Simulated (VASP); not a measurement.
# HfN (Fm-3m) in VASP: further runs, part 3 of 3

VASP 6.6.1. The steps go on from the part before.

## Step 5: Relaxation of cell and atoms, PBEsol, target pressure 8 GPa, at which the enthalpy is minimised

This run uses another cell than the first one, of 11.10 Å³/atom.

Input file INCAR:

```
PREC = Accurate
ENCUT = 600
EDIFF = 1E-6
ISMEAR = 0
SIGMA = 0.1
LREAL = F
LASPH = T
NELM = 80
ALGO = Normal
ISIF = 3
LWAVE = F
LCHARG = F
GGA = PS
IBRION = 2
NSW = 70
EDIFFG = -0.008
PSTRESS = 80.0
```

Input file KPOINTS:

```
Automatic mesh
0
Gamma
  16 16 16
```

Input file POSCAR:

```
HfN
1.0
    0.0000000000      2.2306306296      2.2306306296
    2.2306306296      0.0000000000      2.2306306296
    2.2306306296      2.2306306296      0.0000000000
Hf N
1 1
Direct
    0.0000000000      0.0000000000      0.0000000000
    0.5000000000      0.5000000000      0.5000000000
```

Potentials or basis: VASP PAW PBE potentials, release 64 (Hf_pv, N).

Launch:

```sh
cat potpaw_PBE.64/Hf_pv/POTCAR potpaw_PBE.64/N/POTCAR > POTCAR
mpirun -np 1 vasp_std > vasp.out
```

OUTCAR:

```text
PREC = Accurate
   ENCUT = 600
   EDIFF = 1E-6
   ISMEAR = 0
   LREAL = F
   LASPH = T
   NELM = 80
   ISIF = 3
   GGA = PS
   IBRION = 2
   NSW = 70
   EDIFFG = -0.008
   PSTRESS = 80.0

 ion  position               nearest neighbor table
   1  0.000  0.000  0.000-   2 2.23   2 2.23   2 2.23   2 2.23   2 2.23   2 2.23
   2  0.500  0.500  0.500-   1 2.23   1 2.23   1 2.23   1 2.23   1 2.23   1 2.23

  LATTYP: Found a face centered cubic cell.
 ALAT       =     4.4612612592

  Lattice vectors:

 A1 = (   0.0000000000,   2.2306306296,   2.2306306296)
 A2 = (   2.2306306296,   0.0000000000,   2.2306306296)
 A3 = (   2.2306306296,   2.2306306296,   0.0000000000)

Analysis of symmetry for initial positions (statically):
=====================================================================
 Subroutine PRICEL returns:
 Original cell was already a primitive cell.
[... 266 lines left out ...]
  band No.  band energies     occupation
      1     -22.2823      2.00000
      2     -22.2823      2.00000
      3     -22.2823      2.00000
      4      -9.1030      2.00000
      5       5.5679      2.00000
      6       5.5679      2.00000
      7       5.5679      2.00000
      8       8.2012      2.00000
      9       8.2012      2.00000
     10       8.2012      2.00000
     11      10.8542      0.00000
[... 309 lines left out ...]
 k-point    24 :      -0.0625    0.0625    0.0000
  band No.  band energies     occupation
      1     -22.3990      2.00000
      2     -22.3110      2.00000
      3     -22.2842      2.00000
      4      -8.8389      2.00000
      5       4.5102      2.00000
      6       4.8478      2.00000
      7       5.1876      2.00000
      8       8.3850      1.99668
      9       8.3868      1.99639
     10       8.8636      0.00013
     11      10.8781      0.00000

 [... further k-points ...]

------------------------ aborting loop because EDIFF is reached ----------------------------------------

  FORCE on cell =-STRESS in cart. coord.  units (eV):
  Direction    XX          YY          ZZ          XY          YZ          ZX
  --------------------------------------------------------------------------------------
  -------------------------------------------------------------------------------------
  Total        1.0997132      1.0997132      1.0997132     -0.0000000      0.0000000      0.0000000
  in kB       79.9159143     79.9159143     79.9159143     -0.0000000      0.0000000      0.0000000
  external PRESSURE =      -0.0840857 kB  Pullay stress =      80.0000000 kB
[... 21 lines left out ...]
  energy  without entropy=      -22.9803377785  energy(sigma->0) =      -22.98179767

  enthalpy is  TOTEN    =       -21.8823872815 eV   P V=        1.1008702771

 reached required accuracy - stopping structural energy minimisation
```

OSZICAR:

```text
N       E                     dE             d eps       ncg     rms          rms(c)
DAV:   1     0.430032504593E+02    0.43003E+02   -0.88792E+03  3190   0.144E+03
[... 22 lines left out ...]
DAV:   1    -0.229950546763E+02   -0.33819E-01   -0.32872E-01  3196   0.596E+00    0.209E+00
DAV:   2    -0.229860744053E+02    0.89803E-02   -0.14692E-02  3298   0.120E+00    0.982E-01
DAV:   3    -0.229833427504E+02    0.27317E-02   -0.59959E-03  3505   0.772E-01    0.583E-01
DAV:   4    -0.229832726915E+02    0.70059E-04   -0.29468E-04  4013   0.183E-01    0.362E-01
DAV:   5    -0.229832584646E+02    0.14227E-04   -0.36472E-05  3806   0.520E-02    0.398E-02
DAV:   6    -0.229832574566E+02    0.10080E-05   -0.34030E-06  3757   0.195E-02    0.803E-03
DAV:   7    -0.229832575586E+02   -0.10203E-06   -0.13409E-07  1904   0.406E-03
   3 F= -.21882387E+02 E0= -.21880927E+02  d E =-.104768E-02
```

CONTCAR:

```text
HfN
   1.00000000000000
    -0.0000000000000000    2.2255750738660591    2.2255750738660591
     2.2255750738660591    0.0000000000000000    2.2255750738660591
     2.2255750738660591    2.2255750738660591   -0.0000000000000000
  Hf              N
     1     1
Direct
     0.0000000000000000    0.0000000000000000    0.0000000000000000
     0.5000000000000000    0.5000000000000000    0.5000000000000000

  0.00000000E+00  0.00000000E+00  0.00000000E+00
  0.00000000E+00  0.00000000E+00  0.00000000E+00
```

Run time: 2.6 min. Hardware: 1 thread of Intel Xeon 8259CL, shared host; peak memory 0.2 GiB.

Results:

- Free energy: -22.9833 eV
- Relaxed volume: 11.02 Å³/atom
- Relaxed cell: a = 3.147 Å, b = 3.147 Å, c = 3.147 Å, α = 60.00°, β = 60.00°, γ = 60.00°
- Space group after relaxing (to 0.1 Å): Fm-3m (No. 225)
- Energy change on relaxing (the run minimises the enthalpy): +3.2 meV/atom
- Ionic steps: 3
- Pressure after relaxing: 8.0 GPa
- Band gap on the k mesh: zero (an odd number of electrons rules out a gap without spin polarisation)

The path:
```csv
step,energy change (eV),largest force (eV/Å),pressure (GPa),volume (Å³)
1,0.0000,0.0000,5.80,22.20
2,0.0285,0.0000,13.14,21.71
3,0.0065,0.0000,7.99,22.05
```

Final structure:
```yaml
crystal:
  lattice:
    - [0.00000, 2.22558, 2.22558]
    - [2.22558, 0.00000, 2.22558]
    - [2.22558, 2.22558, 0.00000]
  atoms:
    - { symbol: Hf, position: [0.00000, 0.00000, 0.00000] }
    - { symbol: N, position: [0.50000, 0.50000, 0.50000] }
```

Caveat: the cell is relaxed towards a set pressure, so the run minimises the enthalpy, not the energy; the PAW data sets were made with another functional, which shifts forces and pressure a little; spin-orbit coupling is left out, which moves the levels of the heavy elements.

## Step 6: Relaxation of cell and atoms, PBEsol, target pressure -3 GPa, at which the enthalpy is minimised

This run uses another cell than the first one, of 11.73 Å³/atom.

Input file INCAR:

```
PREC = Accurate
ENCUT = 600
EDIFF = 1E-7
ISMEAR = 0
SIGMA = 0.1
LREAL = False
LASPH = True
NELM = 60
ALGO = Normal
ISIF = 3
LWAVE = False
LCHARG = False
GGA = PS
IBRION = 2
NSW = 70
EDIFFG = -0.008
PSTRESS = -30.0
```

KPOINTS is that of step 5.

Input file POSCAR:

```
HfN
1.0
    0.0000000000      2.2719572208      2.2719572208
    2.2719572208      0.0000000000      2.2719572208
    2.2719572208      2.2719572208      0.0000000000
Hf N
1 1
Direct
    0.0000000000      0.0000000000      0.0000000000
    0.5000000000      0.5000000000      0.5000000000
```

Potentials or basis: VASP PAW PBE potentials, release 64 (Hf_pv, N).

Launch:

```sh
cat potpaw_PBE.64/Hf_pv/POTCAR potpaw_PBE.64/N/POTCAR > POTCAR
mpirun -np 1 vasp_std > vasp.out
```

Wall time 2.4 min (1 thread of Intel Xeon 8259CL, shared host); peak memory 0.21 GiB.

Results (log left out):

- Free energy: -22.9968 eV
- Relaxed volume: 11.43 Å³/atom
- Relaxed cell: a = 3.186 Å, b = 3.186 Å, c = 3.186 Å, α = 60.00°, β = 60.00°, γ = 60.00°
- Space group after relaxing (to 0.1 Å): Fm-3m (No. 225)
- Energy change on relaxing (the run minimises the enthalpy): -11.9 meV/atom
- Ionic steps: 3
- Pressure after relaxing: -3.1 GPa
- Band gap on the k mesh: zero (an odd number of electrons rules out a gap without spin polarisation)

Step by step:
```
step  energy change (eV)  largest force (eV/Å)  pressure (GPa)  volume (Å³)
   1              0.0000                0.0000           -9.76        23.45
   2              0.0019                0.0000           11.51        21.82
   3             -0.0238                0.0000           -3.10        22.87
```

Final structure:
```cif
data_structure
_symmetry_space_group_name_H-M 'P 1'
_symmetry_Int_Tables_number 1
_cell_length_a 3.1861
_cell_length_b 3.1861
_cell_length_c 3.1861
_cell_angle_alpha 60.000
_cell_angle_beta 60.000
_cell_angle_gamma 60.000
_cell_volume 22.87
loop_
_atom_site_label
_atom_site_type_symbol
_atom_site_fract_x
_atom_site_fract_y
_atom_site_fract_z
_atom_site_occupancy
Hf1 Hf 0.00000 0.00000 0.00000 1
N1 N 0.50000 0.50000 0.50000 1
```

Levels at points of the mesh, in eV from the Fermi level:
| k point | band 5 | band 6 | band 7 | band 8 | band 9 | band 10 | band 11 |
| --- | --- | --- | --- | --- | --- | --- | --- |
| (0.00, 0.00, 0.00) | -2.98 | -2.98 | -2.98 | -0.37 | -0.37 | -0.37 | 1.90 |
| (0.50, 0.00, 0.00) | -8.94 | -6.21 | -6.21 | 3.34 | 3.76 | 3.76 | 4.46 |
| (0.50, 0.50, 0.00) | -5.38 | -3.87 | -3.65 | -3.65 | 4.14 | 5.62 | 5.62 |

Caveat: the cell is relaxed towards a set pressure, so the run minimises the enthalpy, not the energy; the PAW data sets were made with another functional, which shifts forces and pressure a little; spin-orbit coupling is left out, which moves the levels of the heavy elements.

## Step 7: Summary

```csv
cell,gap on the mesh (eV),pressure (GPa)
"relaxed to 30 GPa from a = 3.090 Å, angles 60.0°, 2 atoms",none,30.0
"relaxed to 15 GPa from a = 3.132 Å, angles 60.0°, 2 atoms",none,15.0
"relaxed to 3 GPa from a = 3.153 Å, angles 60.0°, 2 atoms",none,3.0
"relaxed to 8 GPa from a = 3.155 Å, angles 60.0°, 2 atoms",none,8.0
"relaxed to -3 GPa from a = 3.213 Å, angles 60.0°, 2 atoms",none,-3.1
```

Alike in all rows: task relaxation of cell and atoms; level PBEsol; potentials or basis VASP PAW PBE potentials, release 64 (Hf_pv, N); no spin polarisation; k mesh 16 × 16 × 16; cutoff (eV) 600; smearing gaussian 0.1 eV.

Caveats: the cell is relaxed towards a set pressure, so the run minimises the enthalpy, not the energy; the PAW data sets were made with another functional, which shifts forces and pressure a little; spin-orbit coupling is left out, which moves the levels of the heavy elements.

Absolute energies hang on the potentials; compare differences alone.
